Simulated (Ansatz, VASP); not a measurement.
# One calculation of ZnF2, two programs

```xyz
6
Lattice="4.7999 0.0000 0.0000 0.0000 4.7999 0.0000 0.0000 0.0000 3.1755" Properties=species:S:1:pos:R:3 pbc="T T T"
Zn    2.3999    2.3999    1.5877
Zn    0.0000    0.0000    0.0000
F     3.3389    3.3389    0.0000
F     3.8609    0.9390    1.5877
F     1.4610    1.4610    0.0000
F     0.9390    3.8609    1.5877
```

Alike in both runs: functional PBE; k mesh 6 × 6 × 8; occupations gaussian, width 0.02 eV; no spin polarisation.

Ansatz relaxed the structure, and its values are those at the end. VASP's run is a single point on that final structure, the one shown.

|  | VASP | Ansatz |
| --- | --- | --- |
| version | VASP 6.6.1 | Ansatz 0.2.0 |
| potentials or method | VASP PAW PBE potentials, release 64 (Zn, F), cutoff 600 eV | scalar-relativistic, plane waves, PAW |
| valence electrons in the cell | 52 | 52 |

Ansatz gave:

```
gap on the k mesh at the Fermi level (eV) : 3.52
least direct gap on the mesh (eV)         : 3.53
pressure (GPa)                            : 0.0
rms of the force components (eV/Å)        : 0.000
```

Question: Estimate VASP's values.

Answer: gap on the k mesh at the Fermi level (eV): 3.46; least direct gap on the mesh (eV): 3.46; pressure (GPa): 0.3; rms of the force components (eV/Å): 0.006.
